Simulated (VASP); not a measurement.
# SiO2 (I4_122) in VASP: a series of runs

The runs below take SiO2 through single point, with BLYP+D3(BJ), r2SCAN+D3(BJ), BLYP, PBE.

Program: VASP 6.6.1. These are calculated values, not measurements. Logs are shortened: lines on timing, memory, paths and dates and some standing lists are left out, and cuts for length are marked.

## (1) The cell of the first run

The structure is tetragonal, space group I4_122 (No. 98). Conventional cell: a = 5.596 Å, b = 5.596 Å, c = 11.314 Å, α = 90.00°, β = 90.00°, γ = 90.00°. Within 2.2 Å of Si (site symmetry 2) lie 4 O at 1.62 to 1.64 Å. Within 2.2 Å of O (site symmetry 2) lie 2 Si at 1.62 Å. Within 2.2 Å of O (site symmetry 2) lie 2 Si at 1.64 Å.

## (2) Single point, BLYP+D3(BJ)

Contents of INCAR:

```
  AGGAC = 1.0
  AGGAX = 1.0
  ALDAC = 0.0
  ALDAX = 1.0
  ALGO = Normal
  EDIFF = 1E-6
  ENCUT = 520
  GGA = B5
  ISIF = 2
  ISMEAR = -1
  IVDW = 12
  LASPH = True
  LCHARG = False
  LREAL = False
  LWAVE = False
  NBANDS = 44
  NELM = 60
  PREC = Accurate
  SIGMA = 0.05
  VDW_A1 = 0.4298
  VDW_A2 = 4.2359
  VDW_S6 = 1.0
  VDW_S8 = 2.6996
```

Contents of KPOINTS:

```
k-points
0
Gamma
  7 7 7
```

Contents of POSCAR:

```
SiO2
1.0
   -2.7981058140      2.7981058140      5.6572489657
    2.7981058140     -2.7981058140      5.6572489657
    2.7981058140      2.7981058140     -5.6572489657
Si O
4 8
Direct
    0.8750000000      0.2685720022      0.8935720022
    0.0185720022      0.6250000000      0.8935720022
    0.7314279978      0.1250000000      0.1064279978
    0.3750000000      0.9814279978      0.1064279978
    0.6354310266      0.1354310266      0.5000000000
    0.4622293756      0.9622293756      0.9244587513
    0.0377706244      0.5377706244      0.0755412487
    0.1145689734      0.1145689734      0.0000000000
    0.8854310266      0.8854310266      0.0000000000
    0.8645689734      0.3645689734      0.5000000000
    0.2877706244      0.7122293756      0.0000000000
    0.7122293756      0.2877706244      0.0000000000
```

Potentials or basis: VASP PAW PBE potentials, release 64 (Si, O).

Started as:

```bash
cat potpaw_PBE.64/Si/POTCAR potpaw_PBE.64/O/POTCAR > POTCAR
mpirun -np 1 vasp_std > vasp.out
```

OUTCAR:

```text
EDIFF = 1E-6
   ENCUT = 520
   GGA = B5
   ISIF = 2
   ISMEAR = -1
   IVDW = 12
   LASPH = True
   LREAL = False
   NELM = 60
   PREC = Accurate
 IVDW          = 12

 ion  position               nearest neighbor table
   1  0.875  0.269  0.894-   5 1.62   8 1.62  12 1.64   7 1.64   2 2.95   3 2.95
   2  0.019  0.625  0.894-   9 1.62  10 1.62   7 1.64  11 1.64   1 2.95   4 2.95
   3  0.731  0.125  0.106-  10 1.62   9 1.62  12 1.64   6 1.64   1 2.95   4 2.95
   4  0.375  0.981  0.106-   5 1.62   8 1.62   6 1.64  11 1.64   2 2.95   3 2.95
   5  0.635  0.135  0.500-   1 1.62   4 1.62
   6  0.462  0.962  0.924-   4 1.64   3 1.64
   7  0.038  0.538  0.076-   2 1.64   1 1.64
   8  0.115  0.115  0.000-   1 1.62   4 1.62
   9  0.885  0.885  0.000-   2 1.62   3 1.62
  10  0.865  0.365  0.500-   3 1.62   2 1.62
  11  0.288  0.712  0.000-   2 1.64   4 1.64
  12  0.712  0.288  0.000-   1 1.64   3 1.64

  LATTYP: Found a body centered tetragonal cell.
 ALAT       =     5.5962116280
 C/A-ratio  =     2.0218138061

  Lattice vectors:

 A1 = (  -2.7981058140,   2.7981058140,   5.6572489657)
 A2 = (   2.7981058140,  -2.7981058140,   5.6572489657)
 A3 = (   2.7981058140,   2.7981058140,  -5.6572489657)

Analysis of symmetry for initial positions (statically):
=====================================================================
 Subroutine PRICEL returns:
 Original cell was already a primitive cell.

 Routine SETGRP: Setting up the symmetry group for a
 body centered tetragonal supercell.

 Subroutine GETGRP returns: Found  8 space group operations
 (whereof  4 operations were pure point group operations)
 out of a pool of 16 trial point group operations.

The static configuration has the point symmetry D_2 .
 The point group associated with its full space group is D_4 .

Analysis of symmetry for dynamics (positions and initial velocities):
=====================================================================
 Subroutine PRICEL returns:
 Original cell was already a primitive cell.

 Routine SETGRP: Setting up the symmetry group for a
 body centered tetragonal supercell.

 Subroutine GETGRP returns: Found  8 space group operations
 (whereof  4 operations were pure point group operations)
 out of a pool of 16 trial point group operations.

The dynamic configuration has the point symmetry D_2 .
 The point group associated with its full space group is D_4 .

 Subroutine INISYM returns: Found  8 space group operations
 (whereof  4 operations are pure point group operations),
 and found     1 'primitive' translations

----------------------------------------------------------------------------------------

                                     Primitive cell

  volume of cell :     177.1714

  direct lattice vectors                    reciprocal lattice vectors
    -2.798105814  2.798105814  5.657248966     0.000000000  0.178692313  0.088382181
     2.798105814 -2.798105814  5.657248966     0.178692313  0.000000000  0.088382181
     2.798105814  2.798105814 -5.657248966     0.178692313  0.178692313  0.000000000

  length of vectors
     6.903858208  6.903858208  6.903858208     0.199354841  0.199354841  0.252709093

  position of ions in fractional coordinates (direct lattice)
     0.875000000  0.268572002  0.893572002
     0.018572002  0.625000000  0.893572002
     0.731427998  0.125000000  0.106427998
     0.375000000  0.981427998  0.106427998
     0.635431027  0.135431027  0.500000000
     0.462229376  0.962229376  0.924458751
     0.037770624  0.537770624  0.075541249
     0.114568973  0.114568973  0.000000000
     0.885431027  0.885431027  0.000000000
     0.864568973  0.364568973  0.500000000
     0.287770624  0.712229376  0.000000000
     0.712229376  0.287770624  0.000000000

  ion indices of the primitive-cell ions
   primitive index   ion index
                 1           1
                 2           2
                 3           3
                 4           4
                 5           5
                 6           6
                 7           7
                 8           8
                 9           9
                10          10
                11          11
                12          12

----------------------------------------------------------------------------------------

 KPOINTS: k-points

Automatic generation of k-mesh.
 Grid dimensions read from file:
 generate k-points for:    7    7    7

 Generating k-lattice:

  Cartesian coordinates                     Fractional coordinates (reciprocal lattice)
     0.000000000  0.025527473  0.012626026     0.142857143  0.000000000  0.000000000
     0.025527473  0.000000000  0.012626026     0.000000000  0.142857143  0.000000000
     0.025527473  0.025527473  0.000000000     0.000000000  0.000000000  0.142857143

  Length of vectors
     0.028479263  0.028479263  0.036101299

  Shift w.r.t. Gamma in fractional coordinates (k-lattice)
     0.000000000  0.000000000  0.000000000

 Subroutine IBZKPT returns following result:
 ===========================================

 Found     40 irreducible k-points:

 Following reciprocal coordinates:
            Coordinates               Weight
  0.000000  0.000000  0.000000      1.000000
  0.142857  0.000000  0.000000      8.000000
  0.285714 -0.000000  0.000000      8.000000
  0.428571 -0.000000  0.000000      8.000000
  0.142857  0.142857  0.000000      8.000000
  0.285714  0.142857  0.000000     16.000000
[... 16 lines left out ...]
 -0.142857  0.285714  0.142857      8.000000
 -0.428571  0.428571  0.142857      8.000000
 [... further k-points ...]
   k-points           NKPTS =     40   k-points in BZ     NKDIM =     40   number of bands    NBANDS=     44
   number of dos      NEDOS =    301   number of ions     NIONS =     12
   total plane-waves  NPLWV = 157464
   dimension x,y,z NGX =    54 NGY =   54 NGZ =   54
   dimension x,y,z NGXF=   108 NGYF=  108 NGZF=  108
   ions per type =               4   8
   NGX,Y,Z   is equivalent  to a cutoff of  13.00, 13.00, 13.00 a.u.
   NGXF,Y,Z  is equivalent  to a cutoff of  26.01, 26.01, 26.01 a.u.
 SYSTEM =  unknown system
   PREC   = accura    normal or accurate (medium, high low for compatibility)
   ISTART =      0    job   : 0-new  1-cont  2-samecut
   ICHARG =      2    charge: 1-file 2-atom 10-const
   ISPIN  =      1    spin polarized calculation?
   LNONCOLLINEAR =      F non collinear calculations
   LSORBIT =      F    spin-orbit coupling
   LASPH  =      T    aspherical Exc in radial PAW
   ENCUT  =  520.0 eV  38.22 Ry    6.18 a.u.  12.84 12.84 12.84*2*pi/ulx,y,z
   NELM   =     60;   NELMIN=  2; NELMDL= -5     # of ELM steps
   EDIFF  = 0.1E-05   stopping-criterion for ELM
   LREAL  =      F    real-space projection
   EDIFFG = 0.1E-04   stopping-criterion for IOM
   NSW    =      0    number of steps for IOM
   IBRION =     -1    ionic relax: 0-MD 1-quasi-New 2-CG
   NFREE  =      0    steps in history (QN), initial steepest desc. (CG)
   ISIF   =      2    stress and relaxation
   ISYM   =      2    0-nonsym 1-usesym 2-fastsym
   POTIM  = 0.5000    time-step for ionic-motion
   TEBEG  =    0.0;   TEEND  =   0.0 temperature during run
   PSTRESS=    0.0 pullay stress
   NELECT =      64.0000    total number of electrons
   NUPDOWN=      -1.0000    fix difference up-down
   EMIN   =  10.00;   EMAX   =-10.00  energy-range for DOS
   EFERMI =   0.00;   METHOD = LEGACY
   ISMEAR =    -1;   SIGMA  =   0.05  broadening in eV -4-tet -1-fermi 0-gaus
   EFERMI_NEDOS =   21; number of points for ismear=-14 and -15
   IALGO  =     38    algorithm
   IMIX   =      4    mixing-type and parameters
     AMIX     =   0.40;   BMIX     =  1.00
     AMIX_MAG =   1.60;   BMIX_MAG =  1.00
  volume/ion in A,a.u.               =      14.76        99.63
  Fermi-wavevector in a.u.,A,eV,Ry     =   1.165924  2.203277 18.495476  1.359379
  Thomas-Fermi vector in A             =   2.302444
   LORBIT       =      0    0 simple, 1 ext, 2 COOP (PROOUT), +10 PAW based schemes
   GGA     = B5    functional components
   LHFCALC =     F    Hartree Fock is set to
   AEXX    =    0.0000 exact exchange contribution
   IVDW    =    12    specifies the selected vdW correction
   LEPSILON=     F    determine dielectric tensor
   LRPA    =     F    only Hartree local field effects (RPA)
 non-spin polarized calculation
  energy-cutoff  :      520.00
  volume of cell :      177.17
 maximum number of plane-waves:      4805
 NGX is ok and might be reduce to    54
   NGX = 25   NGY = 25   NGZ = 25

 number of electron      63.9999994 magnetization

 Free energy of the ion-electron system (eV)
  ---------------------------------------------------
  ext. energy  EPLUGINS =         0.00000000
  ---------------------------------------------------
  free energy    TOTEN  =       -89.46232849 eV

  energy without entropy =      -89.46232849  energy(sigma->0) =      -89.46232849

 E-fermi :   1.6591     XC(G=0):  -7.9757

 val. band max:        0.5892547823   @ k =   0.0000   0.0000   0.0000
 cond. band min:       5.4492930006   @ k =   0.0000   0.0000   0.0000
 fundamental gap:      4.8600382183
 Fermi energy:         1.6590927969

 k-point     1 :       0.0000    0.0000    0.0000
  band No.  band energies     occupation
      1     -19.0843      2.00000
      2     -17.7813      2.00000
      3     -17.5302      2.00000
      4     -17.5302      2.00000
      5     -17.2660      2.00000
      6     -17.1292      2.00000
[... 36 lines left out ...]
     43      11.1864      0.00000
     44      11.5724      0.00000

 k-point     2 :       0.1429    0.0000    0.0000
  band No.  band energies     occupation
      1     -19.0463      2.00000
      2     -17.8728      2.00000
      3     -17.6529      2.00000
      4     -17.4490      2.00000
      5     -17.2198      2.00000
      6     -17.0930      2.00000
[... 36 lines left out ...]
     43      11.3152      0.00000
     44      11.8403      0.00000

 k-point     3 :       0.2857   -0.0000    0.0000
  band No.  band energies     occupation
      1     -18.9417      2.00000
      2     -18.0753      2.00000
      3     -17.7678      2.00000
      4     -17.3946      2.00000
      5     -17.1748      2.00000
      6     -16.9976      2.00000
[... 36 lines left out ...]
     43      11.2421      0.00000
     44      11.8507      0.00000

 k-point     4 :       0.4286   -0.0000    0.0000
  band No.  band energies     occupation
      1     -18.8176      2.00000
      2     -18.2673      2.00000
      3     -17.8268      2.00000
      4     -17.3731      2.00000
      5     -17.1571      2.00000
      6     -16.9053      2.00000
[... 882 lines left out ...]
     43      11.1089      0.00000
     44      11.3683      0.00000

 k-point    23 :      -0.1429    0.2857    0.1429
  band No.  band energies     occupation
      1     -18.8600      2.00000
      2     -18.1344      2.00000
      3     -17.9324      2.00000
      4     -17.2615      2.00000
      5     -17.1606      2.00000
      6     -17.0459      2.00000
[... 36 lines left out ...]
     43      11.1869      0.00000
     44      11.4868      0.00000

 k-point    24 :      -0.4286    0.4286    0.1429
  band No.  band energies     occupation
      1     -18.6640      2.00000
      2     -18.2930      2.00000
      3     -18.0808      2.00000
      4     -17.3139      2.00000
      5     -17.0970      2.00000
      6     -16.9496      2.00000
[... 36 lines left out ...]
     43      11.0310      0.00000
     44      11.3775      0.00000

 [... further k-points ...]

------------------------ aborting loop because EDIFF is reached ----------------------------------------

 Edisp (eV)   -2.86300

 E8    (eV) :    -1.8442

  FORCE on cell =-STRESS in cart. coord.  units (eV):
  Direction    XX          YY          ZZ          XY          YZ          ZX
  --------------------------------------------------------------------------------------
  -------------------------------------------------------------------------------------
  Total       0.68824     0.68824     1.10806    -0.00000     0.00000     0.00000
  in kB       6.22378     6.22378    10.02028    -0.00000     0.00000     0.00000
  external pressure =        7.49 kB  Pullay stress =        0.00 kB

 VOLUME and BASIS-vectors are now :
 -----------------------------------------------------------------------------
  energy-cutoff  :      520.00
  volume of cell :      177.17
      direct lattice vectors                 reciprocal lattice vectors
    -2.798105814  2.798105814  5.657248966     0.000000000  0.178692313  0.088382181
     2.798105814 -2.798105814  5.657248966     0.178692313  0.000000000  0.088382181
     2.798105814  2.798105814 -5.657248966     0.178692313  0.178692313  0.000000000

 POSITION                                       TOTAL-FORCE (eV/Angst)
 -----------------------------------------------------------------------------------
      0.80346      4.19716      1.41431         0.013269     -0.000000      0.000000
      4.19716      0.80346     -1.41431         0.000000      0.013269      0.000000
     -1.39905      1.99465      4.24294         0.000000     -0.013269      0.000000
      1.99465     -1.39905      7.07156        -0.013269      0.000000      0.000000
     -0.00000      2.79811      1.53233         0.000000      0.000000      0.015463
      3.98579      1.18768      2.82862        -0.051653     -0.051653      0.000000
      1.61043     -1.18768      2.82862         0.051653      0.051653     -0.000000
      0.00000      0.00000      1.29629         0.000000     -0.000000     -0.015463
      0.00000      0.00000     10.01821         0.000000     -0.000000      0.015463
     -0.00000      2.79811      4.12491         0.000000      0.000000     -0.015463
      1.18768     -1.18768      5.65725        -0.051653      0.051653     -0.000000
     -1.18768      1.18768      5.65725         0.051653     -0.051653     -0.000000
 -----------------------------------------------------------------------------------
    total drift:                               -0.000000      0.000000     -0.000000

  FREE ENERGIE OF THE ION-ELECTRON SYSTEM (eV)
  ---------------------------------------------------
  free  energy   TOTEN  =       -92.3253253319 eV

  energy  without entropy=      -92.3253253319  energy(sigma->0) =      -92.32532533
```

Run time: 16 min. Hardware: 1 thread of AMD EPYC 7R13 (Zen 3), shared host; peak memory 0.48 GiB.

What came out:

| Property | Result |
| --- | --- |
| Free energy | -92.3253 eV |
| Pressure | 0.7 GPa |
| Largest force | 0.073 eV/Å |
| Band gap on the k mesh | 4.86 eV, direct |
| Dispersion energy per atom | -0.239 eV |

Forces in eV/Å, atoms in the order of the input:
```
Si   0.013  0.000  0.000
Si   0.000  0.013  0.000
Si   0.000 -0.013  0.000
Si  -0.013  0.000  0.000
O    0.000  0.000  0.015
O   -0.052 -0.052  0.000
O    0.052  0.052  0.000
O    0.000  0.000 -0.015
O    0.000  0.000  0.015
O    0.000  0.000 -0.015
O   -0.052  0.052  0.000
O    0.052 -0.052  0.000
```

Levels at points of the mesh, in eV from the valence-band top:
```tsv
k point	band 30	band 31	band 32	band 33	band 34	band 35
(0.00, 0.00, 0.00)	-0.70	-0.26	0.00	4.86	7.42	7.58
```

Caveat: the PAW data sets were made with another functional, which shifts forces and pressure a little.

(Part 1 of 3 ends here.)
